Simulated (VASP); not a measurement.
# Co (P6_3/mmc) in VASP: settings compared

Co is run at these levels: revPBE, r2SCAN, SVWN5; tasks: single point.

Everything below comes from runs of VASP 6.6.1. Logs are shortened: lines on timing, memory, paths and dates and some standing lists are left out, and cuts for length are marked.

## (1) The cell of the first run

It takes space group P6_3/mmc (No. 194, hexagonal). Conventional cell: a = 2.514 Å, b = 2.514 Å, c = 8.138 Å, α = 90.00°, β = 90.00°, γ = 120.00°. Within 3.3 Å of Co (site symmetry -6m2) lie 12 Co at 2.50 to 2.51 Å. Co (site symmetry -3m) has 12 Co at 2.50 to 2.51 Å within 3.3 Å.

## (2) Single point, revPBE, collinear spin, ferromagnetic start

INCAR

```
SYSTEM = Co
ALGO     = Normal         ! electronic algorithm
EDIFF    = 1E-6           ! SCF threshold, eV
ENCUT    = 520            ! plane-wave cutoff, eV
GGA      = RE             ! functional
ISIF     = 2              ! what is computed and relaxed
ISMEAR   = -1             ! smearing method
ISPIN    = 2              ! spin polarisation
LASPH    = .True.         ! aspherical terms in the spheres
LCHARG   = .True.         ! write CHGCAR
LELF     = .True.         ! ELF
LMAXMIX  = 4              ! l up to which the mixer works
LORBIT   = 11             ! projections on sites
LREAL    = .False.        ! projectors in reciprocal space
LVHAR    = .True.       
LWAVE    = .False.        ! write WAVECAR
MAGMOM   = 2 2 2 2        ! initial moments
NBANDS   = 30             ! bands
NELM     = 150            ! most SCF steps
PREC     = Accurate       ! precision mode
SIGMA    = 0.05           ! smearing width, eV
```

KPOINTS

```
k-points
0
Gamma
  12 12 4
  0 0 0
```

POSCAR

```
Co
1.0
    2.5144309474      0.0000000000      0.0000000000
   -1.2572154737      2.1775610765      0.0000000000
    0.0000000000      0.0000000000      8.1375295934
Co
4
Direct
    0.6666666667      0.3333333333      0.7500000000
    0.0000000000      0.0000000000      0.5000000000
    0.3333333333      0.6666666667      0.2500000000
    0.0000000000      0.0000000000      0.0000000000
```

Potentials or basis: VASP PAW PBE potentials, release 64 (Co).

Command:

```bash
$ cat potpaw_PBE.64/Co/POTCAR > POTCAR
$ mpirun -np 1 vasp_std > vasp.out
```

OUTCAR:

```text
SYSTEM = Co
   EDIFF = 1E-6
   ENCUT = 520
   GGA = RE
   ISIF = 2
   ISMEAR = -1
   ISPIN = 2
   LASPH = .True.
   LORBIT = 11
   LREAL = .False.
   NELM = 150
   PREC = Accurate

 ion  position               nearest neighbor table
   1  0.667  0.333  0.750-   2 2.50   4 2.50   2 2.50   4 2.50   2 2.50   4 2.50
   2  0.000  0.000  0.500-   1 2.50   3 2.50   3 2.50   1 2.50   1 2.50   3 2.50
   3  0.333  0.667  0.250-   2 2.50   4 2.50   2 2.50   4 2.50   2 2.50   4 2.50
   4  0.000  0.000  0.000-   1 2.50   3 2.50   3 2.50   1 2.50   1 2.50   3 2.50

  LATTYP: Found a hexagonal cell.
 ALAT       =     2.5144309474
 C/A-ratio  =     3.2363305112

  Lattice vectors:

 A1 = (   2.5144309474,   0.0000000000,   0.0000000000)
 A2 = (  -1.2572154737,   2.1775610765,   0.0000000000)
 A3 = (   0.0000000000,   0.0000000000,   8.1375295934)

Analysis of symmetry for initial positions (statically):
=====================================================================
 Subroutine PRICEL returns:
 Original cell was already a primitive cell.

 Routine SETGRP: Setting up the symmetry group for a
 hexagonal supercell.

 Subroutine GETGRP returns: Found 24 space group operations
 (whereof 12 operations were pure point group operations)
 out of a pool of 24 trial point group operations.

The static configuration has the point symmetry D_3d.
 The point group associated with its full space group is D_6h.

Analysis of symmetry for dynamics (positions and initial velocities):
=====================================================================
 Subroutine PRICEL returns:
 Original cell was already a primitive cell.

 Routine SETGRP: Setting up the symmetry group for a
 hexagonal supercell.

 Subroutine GETGRP returns: Found 24 space group operations
 (whereof 12 operations were pure point group operations)
 out of a pool of 24 trial point group operations.

The dynamic configuration has the point symmetry D_3d.
 The point group associated with its full space group is D_6h.

Analysis of structural, dynamic, and magnetic symmetry:
=====================================================================
 Subroutine PRICEL returns:
 Original cell was already a primitive cell.

 Routine SETGRP: Setting up the symmetry group for a
 hexagonal supercell.

 Subroutine GETGRP returns: Found 24 space group operations
 (whereof 12 operations were pure point group operations)
 out of a pool of 24 trial point group operations.

The overall configuration has the point symmetry D_3d.
 The point group associated with its full space group is D_6h.

 Subroutine INISYM returns: Found 24 space group operations
 (whereof 12 operations are pure point group operations),
 and found     1 'primitive' translations

----------------------------------------------------------------------------------------

                                     Primitive cell

  volume of cell :      44.5556

  direct lattice vectors                    reciprocal lattice vectors
     2.514430947  0.000000000  0.000000000     0.397704300  0.229614685  0.000000000
    -1.257215474  2.177561076  0.000000000     0.000000000  0.459229369  0.000000000
     0.000000000  0.000000000  8.137529593     0.000000000  0.000000000  0.122887418

  length of vectors
     2.514430947  2.514430947  8.137529593     0.459229369  0.459229369  0.122887418

  position of ions in fractional coordinates (direct lattice)
     0.666666667  0.333333333  0.750000000
     0.000000000  0.000000000  0.500000000
     0.333333333  0.666666667  0.250000000
     0.000000000  0.000000000  0.000000000

  ion indices of the primitive-cell ions
   primitive index   ion index
                 1           1
                 2           2
                 3           3
                 4           4

----------------------------------------------------------------------------------------

 KPOINTS: k-points

Automatic generation of k-mesh.
 Grid dimensions read from file:
 generate k-points for:   12   12    4

 Generating k-lattice:

[... 46 lines left out ...]
  Fermi-wavevector in a.u.,A,eV,Ry     =   1.524783  2.881423 31.633056  2.324964
  Thomas-Fermi vector in A             =   2.633043
   LORBIT       =     11    0 simple, 1 ext, 2 COOP (PROOUT), +10 PAW based schemes
   GGA     = RE    functional components
   LHFCALC =     F    Hartree Fock is set to
   AEXX    =    0.0000 exact exchange contribution
   IVDW    =     0    specifies the selected vdW correction
   LEPSILON=     F    determine dielectric tensor
   LRPA    =     F    only Hartree local field effects (RPA)
 spin polarized calculation
  energy-cutoff  :      520.00
  volume of cell :       44.56
 maximum number of plane-waves:      1216
 NGX is ok and might be reduce to    20
   NGX =  9   NGY =  9   NGZ = 31

 number of electron      36.0000014 magnetization       6.7270972

 Free energy of the ion-electron system (eV)
  ---------------------------------------------------
  ext. energy  EPLUGINS =         0.00000000
  ---------------------------------------------------
  free energy    TOTEN  =       -26.49518767 eV

  energy without entropy =      -26.46302269  energy(sigma->0) =      -26.47910518

 E-fermi :  10.0576     XC(G=0): -13.1696

 val. band max:       10.0539406167   @ k =   0.4167   0.0833   0.2500
 cond. band min:      10.0687196546   @ k =   0.1667   0.0833   0.0000
 fundamental gap:      0.0147790379
 Fermi energy:        10.0575559798

 spin component 1

 k-point     1 :       0.0000    0.0000    0.0000
  band No.  band energies     occupation
      1       1.2468      1.00000
      2       3.4310      1.00000
      3       3.4628      1.00000
      4       4.9720      1.00000
      5       7.0720      1.00000
      6       7.1021      1.00000
[... 781 lines left out ...]
     29      24.5712      0.00000
     30      25.2236      0.00000

 [... further k-points ...]

 spin component 2

 k-point     1 :       0.0000    0.0000    0.0000
  band No.  band energies     occupation
      1       1.2187      1.00000
      2       3.4919      1.00000
      3       3.4957      1.00000
      4       5.9391      1.00000
      5       8.4758      1.00000
      6       8.5455      1.00000
[... 781 lines left out ...]
     29      24.9070      0.00000
     30      25.5977      0.00000

 [... further k-points ...]
[... 5 lines left out ...]
  --------------------------------------------------------------------------------------
  -------------------------------------------------------------------------------------
  Total       -0.1496234     -0.1496234     -0.1821739     -0.0000000     -0.0000000      0.0000000
  in kB       -5.3803135     -5.3803135     -6.5507963     -0.0000000     -0.0000000      0.0000000
  external PRESSURE =      -5.7704745 kB  Pullay stress =       0.0000000 kB

 VOLUME and BASIS-vectors are now :
 -----------------------------------------------------------------------------
  energy-cutoff  :      520.00
  volume of cell :       44.56
      direct lattice vectors                 reciprocal lattice vectors
     2.514430947  0.000000000  0.000000000     0.397704300  0.229614685  0.000000000
    -1.257215474  2.177561076  0.000000000     0.000000000  0.459229369  0.000000000
     0.000000000  0.000000000  8.137529593     0.000000000  0.000000000  0.122887418

 POSITION                                       TOTAL-FORCE (eV/Angst)
 -----------------------------------------------------------------------------------
      1.25722      0.72585      6.10315        -0.000000     -0.000000      0.000000
      0.00000      0.00000      4.06876        -0.000000      0.000000      0.000000
     -0.00000      1.45171      2.03438         0.000000      0.000000      0.000000
      0.00000      0.00000      0.00000        -0.000000      0.000000      0.000000
 -----------------------------------------------------------------------------------
    total drift:                                0.000000     -0.000000      0.000000

  FREE ENERGIE OF THE ION-ELECTRON SYSTEM (eV)
  ---------------------------------------------------
  free  energy   TOTEN  =       -26.4951876729 eV

  energy  without entropy=      -26.4630226852  energy(sigma->0) =      -26.47910518

 total charge

# of ion       s       p       d       tot
------------------------------------------
    1        0.481   0.505   7.234   8.220
    2        0.482   0.501   7.242   8.225
    3        0.481   0.505   7.234   8.220
    4        0.482   0.501   7.242   8.225
--------------------------------------------------
tot          1.927   2.011  28.951  32.889

 magnetization (x)

# of ion       s       p       d       tot
------------------------------------------
    1       -0.013  -0.054   1.781   1.714
    2       -0.013  -0.051   1.763   1.699
    3       -0.013  -0.054   1.781   1.714
    4       -0.013  -0.051   1.763   1.699
--------------------------------------------------
tot         -0.052  -0.209   7.088   6.827
```

It took 5.4 min on 1 thread of Intel Xeon 8259CL, shared host; peak memory 0.25 GiB.

Results:

| Item | Value |
| --- | --- |
| Free energy | -26.4952 eV |
| Pressure | -0.6 GPa |
| Net moment | 6.73 μB per cell |
| Site moments | Co +1.71, +1.70 μB |
| Valence electrons inside the program's atomic spheres | Co 8.22 |

Stress tensor (GPa, compression positive):
```
-0.54  0.00  0.00
 0.00 -0.54  0.00
 0.00  0.00 -0.66
```

Caveat: the PAW data sets were made with another functional, which shifts forces and pressure a little.

## (3) Single point, r2SCAN, collinear spin, ferromagnetic start

This run uses another cell than the first one, of 10.67 Å³/atom, 0.958 times its volume.

POSCAR

```
Co
1.0
    2.4701753499      0.0000000000      0.0000000000
   -1.2350876750      2.1392346048      0.0000000000
    0.0000000000      0.0000000000      8.0779700066
Co
4
Direct
    0.6666666667      0.3333333333      0.7500000000
    0.0000000000      0.0000000000      0.5000000000
    0.3333333333      0.6666666667      0.2500000000
    0.0000000000      0.0000000000      0.0000000000
```

INCAR.step1

```
PREC = Accurate ; ENCUT = 520
ISMEAR = -1 ; SIGMA = 0.05
LREAL = False ; LASPH = True
NELM = 150 ; ISPIN = 2
MAGMOM = 2 2 2 2 ; LMAXMIX = 4
NBANDS = 30 ; GGA = PE
ALGO = Normal ; EDIFF = 1E-4
LWAVE = True ; LCHARG = False
```

INCAR.step2

```
PREC = Accurate ; ENCUT = 520
EDIFF = 1E-6 ; ISMEAR = -1
SIGMA = 0.05 ; LREAL = False
LASPH = True ; NELM = 150
ALGO = Normal ; ISIF = 2
LWAVE = False ; LCHARG = False
ISPIN = 2 ; MAGMOM = 2 2 2 2
LORBIT = 11 ; LMAXMIX = 4
METAGGA = R2SCAN ; LMIXTAU = True
NBANDS = 30 ; ISTART = 1
```

KPOINTS

```
Automatic mesh
0
Gamma
  12 12 4
```

Potentials or basis: VASP PAW PBE potentials, release 64 (Co).

Command:

```bash
$ cat potpaw_PBE.64/Co/POTCAR > POTCAR
$ cp INCAR.step1 INCAR
$ mpirun -np 1 vasp_std > vasp.out
$ cp INCAR.step2 INCAR
$ mpirun -np 1 vasp_std > vasp.out
```

Run time: 16 min. Hardware: 1 thread of Intel Xeon 8259CL, shared host; peak memory 0.24 GiB.

Results (log left out):

| Quantity | Value |
| --- | --- |
| Free energy | -52.8942 eV |
| Pressure | 0.1 GPa |
| Net moment | 7.06 μB per cell |
| Site moments | Co +1.84, +1.81 μB |
| Valence electrons inside the program's atomic spheres | Co 8.32, 8.33 |

Levels at points of the mesh, in eV from the Fermi level:
Spin up:
| k point | band 18 | band 19 | band 20 | band 21 | band 22 | band 23 | band 24 | band 25 | band 26 | band 27 |
| --- | --- | --- | --- | --- | --- | --- | --- | --- | --- | --- |
| (0.00, 0.00, 0.00) | -2.43 | -2.43 | -2.03 | -2.03 | -1.64 | -1.64 | -0.52 | 6.05 | 15.04 | 15.05 |
| (0.50, 0.00, 0.00) | -1.36 | -1.30 | -1.30 | -0.01 | 1.17 | 2.11 | 2.84 | 6.88 | 6.89 | 10.44 |
| (0.00, 0.00, 0.50) | -2.58 | -2.43 | -2.43 | -1.81 | -1.81 | -1.81 | -1.81 | 9.23 | 9.23 | 21.40 |
| (0.50, 0.00, 0.50) | -1.51 | -1.35 | -1.35 | 0.83 | 0.83 | 2.54 | 2.54 | 7.29 | 7.29 | 9.25 |
Spin down:
```csv
k point,band 10,band 11,band 12,band 13,band 14,band 15,band 16,band 17,band 18,band 19
"(0.00, 0.00, 0.00)",-1.10,-1.10,-1.03,-0.92,-0.92,-0.87,-0.87,0.42,0.42,0.65
"(0.50, 0.00, 0.00)",-1.08,-0.89,-0.05,-0.02,0.14,1.08,1.29,1.32,1.36,1.37
"(0.00, 0.00, 0.50)",-1.09,-1.09,-1.09,-1.00,-1.00,-0.99,-0.99,0.56,0.56,0.56
"(0.50, 0.00, 0.50)",-1.07,-0.78,-0.78,-0.44,-0.44,0.97,0.97,1.38,1.38,1.54
```

Caveat: the PAW data sets were made with another functional, which shifts forces and pressure a little.

## (4) Single point, SVWN5, collinear spin, ferromagnetic start

This run uses another cell than the first one, of 10.69 Å³/atom, 0.960 times its volume.

INCAR

```
PREC = Accurate
ENCUT = 520
EDIFF = 1E-7
ISMEAR = -1
SIGMA = 0.05
LREAL = F
LASPH = T
NELM = 150
ALGO = Normal
ISIF = 2
LWAVE = F
LCHARG = T
ISPIN = 2
MAGMOM = 2 2 2 2
LORBIT = 11
LMAXMIX = 4
GGA = VW
LELF = T
LVHAR = T
NBANDS = 30
```

KPOINTS is that of step 3.

POSCAR

```
Co
1.0
    2.4705617809      0.0000000000      0.0000000000
   -1.2352808905      2.1395692639      0.0000000000
    0.0000000000      0.0000000000      8.0882338000
Co
4
Direct
    0.6666666667      0.3333333333      0.7500000000
    0.0000000000      0.0000000000      0.5000000000
    0.3333333333      0.6666666667      0.2500000000
    0.0000000000      0.0000000000      0.0000000000
```

Command:

```bash
$ cat potpaw_PBE.64/Co/POTCAR > POTCAR
$ mpirun -np 1 vasp_std > vasp.out
```

Run time: 1.8 min. Hardware: 1 thread of Intel Xeon 6975P-C (Granite Rapids), shared host; peak memory 0.21 GiB.

The run converged. Its results:

```
Free energy                                           : 57.5103 eV
Pressure                                              : -17.2 GPa
Net moment                                            : 5.91 μB per cell
Site moments                                          : Co +1.48, +1.47 μB
Valence electrons inside the program's atomic spheres : Co 8.30, 8.31
```

Stress tensor (GPa, compression positive):
```
-16.23   0.00   0.00
  0.00 -16.23   0.00
  0.00   0.00 -18.99
```

Levels at points of the mesh, in eV from the Fermi level:
Spin up:
| k point | band 18 | band 19 | band 20 | band 21 | band 22 | band 23 | band 24 | band 25 |
| --- | --- | --- | --- | --- | --- | --- | --- | --- |
| (0.00, 0.00, 0.00) | -1.09 | -1.09 | -0.79 | -0.79 | -0.39 | -0.39 | -0.23 | 6.45 |
| (0.50, 0.00, 0.00) | -0.15 | -0.15 | -0.12 | 0.38 | 1.47 | 2.72 | 3.30 | 7.23 |
| (0.00, 0.00, 0.50) | -1.25 | -1.25 | -1.25 | -0.56 | -0.56 | -0.56 | -0.56 | 9.40 |
| (0.50, 0.00, 0.50) | -0.28 | -0.16 | -0.16 | 1.48 | 1.48 | 2.98 | 2.98 | 7.55 |
Spin down:
```csv
k point,band 12,band 13,band 14,band 15,band 16,band 17
"(0.00, 0.00, 0.00)",-0.94,-0.94,-0.89,-0.89,-0.07,-0.07
"(0.50, 0.00, 0.00)",-0.18,-0.17,0.74,1.09,1.09,1.11
"(0.00, 0.00, 0.50)",-1.15,-1.03,-1.03,-1.03,-1.03,0.12
"(0.50, 0.00, 0.50)",-0.80,-0.23,-0.23,0.72,0.72,1.10
```

Caveat: the PAW data sets were made with another functional, which shifts forces and pressure a little.

## (5) Single point, SVWN5, collinear spin, ferromagnetic start

This run uses another cell than the first one, of 10.90 Å³/atom, 0.979 times its volume.

INCAR

```
SYSTEM = Co
PREC = Accurate ; ENCUT = 520
EDIFF = 1E-7 ; ISMEAR = -1
SIGMA = 0.05 ; LREAL = .FALSE.
LASPH = .TRUE. ; NELM = 150
ALGO = Normal ; ISIF = 2
LWAVE = .FALSE. ; LCHARG = .FALSE.
ISPIN = 2 ; MAGMOM = 2 2 2 2
LORBIT = 11 ; LMAXMIX = 4
GGA = VW ; NBANDS = 30
```

KPOINTS

```
Automatic mesh
0
G
  12 12 4
  0 0 0
```

POSCAR

```
Co
1.0
    2.4869235940      0.0000000000      0.0000000000
   -1.2434617971      2.1537390097      0.0000000000
    0.0000000000      0.0000000000      8.1417998233
Co
4
Direct
    0.6666666667      0.3333333333      0.7500000000
    0.0000000000      0.0000000000      0.5000000000
    0.3333333333      0.6666666667      0.2500000000
    0.0000000000      0.0000000000      0.0000000000
```

Command:

```bash
$ cat potpaw_PBE.64/Co/POTCAR > POTCAR
$ mpirun -np 1 vasp_std > vasp.out
```

Run time: 83 s. Hardware: 1 thread of Intel Xeon 6975P-C (Granite Rapids), shared host; peak memory 0.2 GiB.

It converged, with:

```
Free energy                                           : 57.6143 eV
Pressure                                              : -20.7 GPa
Band gap on the k mesh                                : zero (filled and empty bands overlap)
Net moment                                            : 5.98 μB per cell
Site moments                                          : Co +1.50, +1.49 μB
Valence electrons inside the program's atomic spheres : Co 8.27
```

Stress tensor (GPa, compression positive):
```
-19.87   0.00   0.00
  0.00 -19.87   0.00
  0.00   0.00 -22.47
```

Levels at points of the mesh, in eV from the Fermi level:
Spin up:
```tsv
k point	band 19	band 20	band 21	band 22	band 23	band 24
(0.00, 0.00, 0.00)	-1.10	-0.81	-0.81	-0.42	-0.42	-0.21
(0.50, 0.00, 0.00)	-0.19	-0.16	0.38	1.45	2.64	3.21
(0.00, 0.00, 0.50)	-1.26	-1.26	-0.59	-0.59	-0.59	-0.59
(0.50, 0.00, 0.50)	-0.20	-0.20	1.43	1.43	2.91	2.91
```
Spin down:
```tsv
k point	band 12	band 13	band 14	band 15	band 16	band 17
(0.00, 0.00, 0.00)	-0.91	-0.91	-0.86	-0.86	-0.06	-0.06
(0.50, 0.00, 0.00)	-0.17	-0.15	0.74	1.06	1.06	1.09
(0.00, 0.00, 0.50)	-1.11	-0.99	-0.99	-0.99	-0.99	0.12
(0.50, 0.00, 0.50)	-0.77	-0.22	-0.22	0.70	0.70	1.08
```

Caveat: the PAW data sets were made with another functional, which shifts forces and pressure a little.

## (6) Summary

```csv
level,cell,gap on the mesh (eV),pressure (GPa),moment (μB)
revPBE,"a = 2.514, b = 2.514, c = 8.138 Å, angles 90.0, 90.0, 120.0°, 4 atoms",none,-0.6,6.73
r2SCAN,"a = 2.470, b = 2.470, c = 8.078 Å, angles 90.0, 90.0, 120.0°, 4 atoms",none,0.1,7.06
SVWN5,"a = 2.471, b = 2.471, c = 8.088 Å, angles 90.0, 90.0, 120.0°, 4 atoms",none,-17.2,5.91
SVWN5,"a = 2.487, b = 2.487, c = 8.142 Å, angles 90.0, 90.0, 120.0°, 4 atoms",none,-20.7,5.98
```

Alike in all rows: task single point; potentials or basis VASP PAW PBE potentials, release 64 (Co); spin collinear, ferromagnetic start; k mesh 12 × 12 × 4; cutoff (eV) 520; smearing fermi-dirac 0.05 eV.

Caveats: the PAW data sets were made with another functional, which shifts forces and pressure a little.

Absolute energies hang on the potentials; compare differences alone.
